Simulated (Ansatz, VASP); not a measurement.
Two plane-wave programs on Sn

```xyz
2
Lattice="0.0000 3.2456 3.2456 3.2456 0.0000 3.2456 3.2456 3.2456 0.0000" Properties=species:S:1:pos:R:3 pbc="T T T"
Sn    3.2456    3.2456    3.2456
Sn    4.8684    4.8684    4.8684
```

Alike in both runs: task single point; functional r2SCAN; k mesh 12 × 12 × 12; occupations gaussian, width 0.15 eV; no spin polarisation.

```csv
,VASP,Ansatz
version,VASP 6.6.1,Ansatz 0.2.0
potentials or method,"VASP PAW PBE potentials, release 64 (Sn_d), cutoff 520 eV","scalar-relativistic, plane waves, PAW"
valence electrons in the cell,28,28
```

```tsv
	VASP	Ansatz	Ansatz less VASP
gap on the k mesh at the Fermi level (eV)	none	none	-
pressure (GPa)	1.6	1.6	+0.03
```

VASP's potentials were made for PBE, not for r2SCAN. A gap of «none» marks a metal or a gap that the smearing closes. With one functional, cell and mesh, what is left measures potentials, basis and numerics.
